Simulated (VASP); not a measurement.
# Rb2Ni (P6/mmm) in VASP: notebook

Runs on Rb2Ni. Level: PBE. Tasks: single point, relaxation of cell and atoms.

All numbers are computed with VASP 6.6.1; they aren't measurements. Logs are shortened: lines on timing, memory, paths and dates and some standing lists are left out, and cuts for length are marked.

### 1 The cell of the first run

It takes space group P6/mmm (No. 191, hexagonal). The conventional cell has a = 4.049 Å, b = 4.049 Å, c = 10.490 Å, α = 90.00°, β = 90.00°, γ = 120.00°. Rb (site symmetry 6mm) has 1 Ni at 2.97 Å and 6 Rb at 4.05 Å within 4.1 Å. Ni (site symmetry 6/mmm) has 2 Rb at 2.97 Å and 6 Ni at 4.05 Å within 4.1 Å.

The cell was generated, and may not be a known phase.

### 2 Single point, PBE, collinear spin, ferromagnetic start

File INCAR:

```
PREC = Accurate ; ENCUT = 520
EDIFF = 1E-6 ; ISMEAR = 0
SIGMA = 0.1 ; LREAL = F
LASPH = T ; NELM = 150
ALGO = Normal ; ISIF = 2
LWAVE = F ; LCHARG = F
ISPIN = 2 ; MAGMOM = 0 0 2
LORBIT = 11 ; LMAXMIX = 4
GGA = PE ; NBANDS = 25
```

File KPOINTS:

```
Automatic mesh
0
Gamma
  6 6 2
```

File POSCAR:

```
Rb2Ni
1.0
    4.0488632968      0.0000000000      0.0000000000
   -2.0244316484      3.5064184715      0.0000000000
    0.0000000000      0.0000000000     10.4902429738
Rb Ni
2 1
Direct
    0.0000000000      0.0000000000      0.7834416469
    0.0000000000      0.0000000000      0.2165583531
    0.0000000000      0.0000000000      0.5000000000
```

Potentials or basis: VASP PAW PBE potentials, release 64 (Rb_sv, Ni).

Run with:

```sh
> cat potpaw_PBE.64/Rb_sv/POTCAR potpaw_PBE.64/Ni/POTCAR > POTCAR
> mpirun -np 1 vasp_std > vasp.out
```

OUTCAR:

```text
PREC = Accurate
   ENCUT = 520
   EDIFF = 1E-6
   ISMEAR = 0
   LREAL = F
   LASPH = T
   NELM = 150
   ISIF = 2
   ISPIN = 2
   LORBIT = 11
   GGA = PE

 ion  position               nearest neighbor table
   1  0.000  0.000  0.783-   3 2.97   2 4.54
   2  0.000  0.000  0.217-   3 2.97   1 4.54
   3  0.000  0.000  0.500-   1 2.97   2 2.97

  LATTYP: Found a hexagonal cell.
 ALAT       =     4.0488632968
 C/A-ratio  =     2.5909106346

  Lattice vectors:

 A1 = (   4.0488632968,   0.0000000000,   0.0000000000)
 A2 = (  -2.0244316484,   3.5064184715,   0.0000000000)
 A3 = (   0.0000000000,   0.0000000000,  10.4902429738)

Analysis of symmetry for initial positions (statically):
=====================================================================
 Subroutine PRICEL returns:
 Original cell was already a primitive cell.

 Routine SETGRP: Setting up the symmetry group for a
 hexagonal supercell.

 Subroutine GETGRP returns: Found 24 space group operations
 (whereof 24 operations were pure point group operations)
 out of a pool of 24 trial point group operations.

The static configuration has the point symmetry D_6h.

Analysis of symmetry for dynamics (positions and initial velocities):
=====================================================================
 Subroutine PRICEL returns:
 Original cell was already a primitive cell.

 Routine SETGRP: Setting up the symmetry group for a
 hexagonal supercell.

 Subroutine GETGRP returns: Found 24 space group operations
 (whereof 24 operations were pure point group operations)
 out of a pool of 24 trial point group operations.

The dynamic configuration has the point symmetry D_6h.

Analysis of structural, dynamic, and magnetic symmetry:
=====================================================================
 Subroutine PRICEL returns:
 Original cell was already a primitive cell.

 Routine SETGRP: Setting up the symmetry group for a
 hexagonal supercell.

 Subroutine GETGRP returns: Found 24 space group operations
 (whereof 24 operations were pure point group operations)
 out of a pool of 24 trial point group operations.

The overall configuration has the point symmetry D_6h.

 Subroutine INISYM returns: Found 24 space group operations
 (whereof 24 operations are pure point group operations),
 and found     1 'primitive' translations

----------------------------------------------------------------------------------------

                                     Primitive cell

  volume of cell :     148.9301

  direct lattice vectors                    reciprocal lattice vectors
     4.048863297  0.000000000  0.000000000     0.246982900  0.142595644  0.000000000
    -2.024431648  3.506418471  0.000000000     0.000000000  0.285191288  0.000000000
     0.000000000  0.000000000 10.490242974     0.000000000  0.000000000  0.095326677

  length of vectors
     4.048863297  4.048863297 10.490242974     0.285191288  0.285191288  0.095326677

  position of ions in fractional coordinates (direct lattice)
     0.000000000  0.000000000  0.783441647
     0.000000000  0.000000000  0.216558353
     0.000000000  0.000000000  0.500000000

  ion indices of the primitive-cell ions
   primitive index   ion index
                 1           1
                 2           2
                 3           3

----------------------------------------------------------------------------------------

 KPOINTS: Automatic mesh

Automatic generation of k-mesh.
 Grid dimensions read from file:
 generate k-points for:    6    6    2

 Generating k-lattice:

  Cartesian coordinates                     Fractional coordinates (reciprocal lattice)
     0.041163817  0.023765941  0.000000000     0.166666667  0.000000000  0.000000000
     0.000000000  0.047531881  0.000000000     0.000000000  0.166666667  0.000000000
     0.000000000  0.000000000  0.047663338     0.000000000  0.000000000  0.500000000

  Length of vectors
     0.047531881  0.047531881  0.047663338

  Shift w.r.t. Gamma in fractional coordinates (k-lattice)
     0.000000000  0.000000000  0.000000000

 Subroutine IBZKPT returns following result:
 ===========================================

 Found     14 irreducible k-points:

 Following reciprocal coordinates:
            Coordinates               Weight
  0.000000  0.000000  0.000000      1.000000
  0.166667 -0.000000  0.000000      6.000000
  0.333333  0.000000  0.000000      6.000000
  0.500000 -0.000000  0.000000      3.000000
  0.166667  0.166667  0.000000      6.000000
  0.333333  0.166667  0.000000     12.000000
  0.333333  0.333333  0.000000      2.000000
  0.000000  0.000000  0.500000      1.000000
  0.166667 -0.000000  0.500000      6.000000
  0.333333  0.000000  0.500000      6.000000
  0.500000 -0.000000  0.500000      3.000000
  0.166667  0.166667  0.500000      6.000000
  0.333333  0.166667  0.500000     12.000000
  0.333333  0.333333  0.500000      2.000000
   k-points           NKPTS =     14   k-points in BZ     NKDIM =     14   number of bands    NBANDS=     25
   number of dos      NEDOS =    301   number of ions     NIONS =      3
   total plane-waves  NPLWV =  72000
   dimension x,y,z NGX =    30 NGY =   30 NGZ =   80
   dimension x,y,z NGXF=    60 NGYF=   60 NGZF=  160
   ions per type =               2   1
   NGX,Y,Z   is equivalent  to a cutoff of  12.32, 12.32, 12.68 a.u.
   NGXF,Y,Z  is equivalent  to a cutoff of  24.64, 24.64, 25.36 a.u.
 SYSTEM =  unknown system
   PREC   = accura    normal or accurate (medium, high low for compatibility)
   ISTART =      0    job   : 0-new  1-cont  2-samecut
   ICHARG =      2    charge: 1-file 2-atom 10-const
   ISPIN  =      2    spin polarized calculation?
   LNONCOLLINEAR =      F non collinear calculations
   LSORBIT =      F    spin-orbit coupling
   LASPH  =      T    aspherical Exc in radial PAW
   ENCUT  =  520.0 eV  38.22 Ry    6.18 a.u.   7.53  7.53 19.50*2*pi/ulx,y,z
   NELM   =    150;   NELMIN=  2; NELMDL= -5     # of ELM steps
   EDIFF  = 0.1E-05   stopping-criterion for ELM
   LREAL  =      F    real-space projection
   EDIFFG = 0.1E-04   stopping-criterion for IOM
   NSW    =      0    number of steps for IOM
   IBRION =     -1    ionic relax: 0-MD 1-quasi-New 2-CG
   NFREE  =      0    steps in history (QN), initial steepest desc. (CG)
   ISIF   =      2    stress and relaxation
   ISYM   =      2    0-nonsym 1-usesym 2-fastsym
   POTIM  = 0.5000    time-step for ionic-motion
   TEBEG  =    0.0;   TEEND  =   0.0 temperature during run
   PSTRESS=    0.0 pullay stress
   NELECT =      28.0000    total number of electrons
   NUPDOWN=      -1.0000    fix difference up-down
   EMIN   =  10.00;   EMAX   =-10.00  energy-range for DOS
   EFERMI =   0.00;   METHOD = LEGACY
   ISMEAR =     0;   SIGMA  =   0.10  broadening in eV -4-tet -1-fermi 0-gaus
   EFERMI_NEDOS =   21; number of points for ismear=-14 and -15
   IALGO  =     38    algorithm
   IMIX   =      4    mixing-type and parameters
     AMIX     =   0.40;   BMIX     =  1.00
     AMIX_MAG =   1.60;   BMIX_MAG =  1.00
  volume/ion in A,a.u.               =      49.64       335.01
  Fermi-wavevector in a.u.,A,eV,Ry     =   0.937850  1.772279 11.967175  0.879563
  Thomas-Fermi vector in A             =   2.065002
   LORBIT       =     11    0 simple, 1 ext, 2 COOP (PROOUT), +10 PAW based schemes
   GGA     = PE    functional components
   LHFCALC =     F    Hartree Fock is set to
   AEXX    =    0.0000 exact exchange contribution
   IVDW    =     0    specifies the selected vdW correction
   LEPSILON=     F    determine dielectric tensor
   LRPA    =     F    only Hartree local field effects (RPA)
 spin polarized calculation
 Gauss-broadening in eV      SIGMA  =   0.10
  energy-cutoff  :      520.00
  volume of cell :      148.93
 maximum number of plane-waves:      4044
   NGX = 15   NGY = 15   NGZ = 39

 number of electron      27.9999988 magnetization       0.8363693

 Free energy of the ion-electron system (eV)
  ---------------------------------------------------
  ext. energy  EPLUGINS =         0.00000000
  ---------------------------------------------------
  free energy    TOTEN  =        -3.95706444 eV

  energy without entropy =       -3.92536941  energy(sigma->0) =       -3.94121692

 E-fermi :   0.8428     XC(G=0):  -6.8312

 val. band max:        0.7737906188   @ k =   0.3333   0.0000   0.5000
 cond. band min:       0.8574347048   @ k =   0.5000  -0.0000   0.0000
 fundamental gap:      0.0836440860
 Fermi energy:         0.8428256635

 spin component 1

 k-point     1 :       0.0000    0.0000    0.0000
  band No.  band energies     occupation
      1     -27.8508      1.00000
      2     -27.8474      1.00000
      3     -11.9665      1.00000
      4     -11.8641      1.00000
      5     -11.7539      1.00000
      6     -11.7539      1.00000
[... 17 lines left out ...]
     24       6.8674      0.00000
     25       6.8674      0.00000
[... 340 lines left out ...]
      2     -27.7948      1.00000
      3     -12.1357      1.00000
      4     -12.1357      1.00000
      5     -12.1261      1.00000
      6     -12.1261      1.00000
[... 17 lines left out ...]
     24       6.3267      0.00000
     25       7.0529      0.00000
 Fermi energy:         0.8428256635

 spin component 2

 k-point     1 :       0.0000    0.0000    0.0000
  band No.  band energies     occupation
      1     -27.8500      1.00000
      2     -27.8466      1.00000
      3     -11.9706      1.00000
      4     -11.8685      1.00000
      5     -11.7533      1.00000
      6     -11.7533      1.00000
[... 17 lines left out ...]
     24       6.8847      0.00000
     25       6.8847      0.00000
[... 341 lines left out ...]
      3     -12.1336      1.00000
      4     -12.1336      1.00000
      5     -12.1241      1.00000
      6     -12.1241      1.00000
[... 17 lines left out ...]
     24       6.3168      0.00000
     25       7.1170      0.00000

------------------------ aborting loop because EDIFF is reached ----------------------------------------

  FORCE on cell =-STRESS in cart. coord.  units (eV):
  Direction    XX          YY          ZZ          XY          YZ          ZX
  --------------------------------------------------------------------------------------
  -------------------------------------------------------------------------------------
  Total        0.3923685      0.3923685      0.3334182      0.0000000      0.0000000     -0.0000000
  in kB        4.2210676      4.2210676      3.5868855      0.0000000      0.0000000     -0.0000000
  external PRESSURE =       4.0096736 kB  Pullay stress =       0.0000000 kB

 VOLUME and BASIS-vectors are now :
 -----------------------------------------------------------------------------
  energy-cutoff  :      520.00
  volume of cell :      148.93
      direct lattice vectors                 reciprocal lattice vectors
     4.048863297  0.000000000  0.000000000     0.246982900  0.142595644  0.000000000
    -2.024431648  3.506418471  0.000000000     0.000000000  0.285191288  0.000000000
     0.000000000  0.000000000 10.490242974     0.000000000  0.000000000  0.095326677

 POSITION                                       TOTAL-FORCE (eV/Angst)
 -----------------------------------------------------------------------------------
      0.00000      0.00000      8.21849         0.000000      0.000000      0.071255
      0.00000      0.00000      2.27175        -0.000000     -0.000000     -0.071255
      0.00000      0.00000      5.24512         0.000000     -0.000000      0.000000
 -----------------------------------------------------------------------------------
    total drift:                               -0.000000      0.000000     -0.000000

  FREE ENERGIE OF THE ION-ELECTRON SYSTEM (eV)
  ---------------------------------------------------
  free  energy   TOTEN  =        -3.9570644396 eV

  energy  without entropy=       -3.9253694083  energy(sigma->0) =       -3.94121692

 total charge

# of ion       s       p       d       tot
------------------------------------------
    1        1.971   5.308   0.033   7.312
    2        1.971   5.308   0.033   7.312
    3        0.426   0.040   8.406   8.872
--------------------------------------------------
tot          4.369  10.656   8.471  23.497

 magnetization (x)

# of ion       s       p       d       tot
------------------------------------------
    1        0.001   0.002  -0.003  -0.000
    2        0.001   0.002  -0.003  -0.000
    3        0.031   0.001   0.755   0.787
--------------------------------------------------
tot          0.033   0.004   0.750   0.787
```

Wall time 64 s (1 thread of AMD EPYC 9R45 (Zen 5), shared host); peak memory 0.31 GiB.

What came out:

* Free energy: -3.9571 eV
* Pressure: 0.4 GPa
* Largest force: 0.071 eV/Å
* Net moment: 0.84 μB per cell
* Site moments: Rb -0.00; Ni +0.79 μB
* Valence electrons inside the program's atomic spheres: Rb 7.31; Ni 8.87

Forces in eV/Å, atoms in the order of the input:
```
Rb   0.000  0.000  0.071
Rb   0.000  0.000 -0.071
Ni   0.000  0.000  0.000
```

Levels at points of the mesh, in eV from the Fermi level:
Spin up:
| k point | band 12 | band 13 | band 14 | band 15 | band 16 | band 17 |
| --- | --- | --- | --- | --- | --- | --- |
| (0.00, 0.00, 0.00) | -1.04 | -0.78 | -0.69 | -0.69 | -0.68 | 1.75 |
| (0.50, 0.00, 0.00) | -0.88 | -0.73 | 0.01 | 0.63 | 1.29 | 1.38 |
| (0.00, 0.00, 0.50) | -1.04 | -1.00 | -0.69 | -0.69 | 0.21 | 1.29 |
| (0.50, 0.00, 0.50) | -0.88 | -0.73 | 0.15 | 0.79 | 0.82 | 1.06 |
Spin down:
```csv
k point,band 11,band 12,band 13,band 14,band 15,band 16
"(0.00, 0.00, 0.00)",-0.66,-0.22,-0.22,-0.14,-0.12,-0.12
"(0.50, 0.00, 0.00)",-0.26,-0.23,0.07,0.52,0.67,1.35
"(0.00, 0.00, 0.50)",-0.22,-0.22,-0.20,-0.12,-0.12,0.28
"(0.50, 0.00, 0.50)",-0.26,-0.20,0.07,0.63,0.82,0.85
```

[end of part 1 of 2]
